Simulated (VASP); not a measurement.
Set up this calculation in VASP 6.6.1, as the native input.

| Quantity | Value |
| --- | --- |
| Task | single point |
| Functional | PBEsol |
| Potentials or basis | VASP PAW PBE potentials, release 64 (Au) |
| Cutoff | 520 eV |
| k mesh | 11 × 11 × 6 |
| Occupations | fermi-dirac, width 0.05 eV |
| Spin | no spin polarisation |
| Dipole correction | no |
| Further INCAR settings | ALGO = Fast; EDIFF = 1e-06; NBANDS = 18 |

The structure of Au lies in POSCAR:

```
Au
1.0
    2.8689156285      0.0000000000      0.0000000000
   -1.4344578143      2.4845538156      0.0000000000
    0.0000000000      0.0000000000      4.7766667039
Au
2
Direct
    0.6666666667      0.3333333333      0.2500000000
    0.3333333333      0.6666666667      0.7500000000
```

These files were run (other wordings do the same):

INCAR

```
SYSTEM = Au
  PREC = Accurate
  ENCUT = 520
  EDIFF = 1E-6
  ISMEAR = -1
  SIGMA = 0.05
  LREAL = .False.
  LASPH = .True.
  NELM = 60
  ALGO = Fast
  ISIF = 2
  LWAVE = .False.
  LCHARG = .False.
  GGA = PS
  NBANDS = 18
```

KPOINTS

```
regular mesh
0
Gamma
  11 11 6
  0 0 0
```

Potentials or basis: VASP PAW PBE potentials, release 64 (Au).

Launch:

```bash
$ cat potpaw_PBE.64/Au/POTCAR > POTCAR
$ mpirun -np 1 vasp_std > vasp.out
```

It gave:

```
Pressure               : -0.2 GPa
Band gap on the k mesh : zero (band 11 reaches 12.99 eV, above the bottom of band 12 at 6.65 eV)
```

Caveat: the PAW data sets were made with another functional, which shifts forces and pressure a little; spin-orbit coupling is left out, which moves the levels of the heavy elements.

It took 19 s on 1 thread of AMD EPYC 9R45 96-Core Processor (Zen 5) (shared host), peak memory 0.14 GiB.
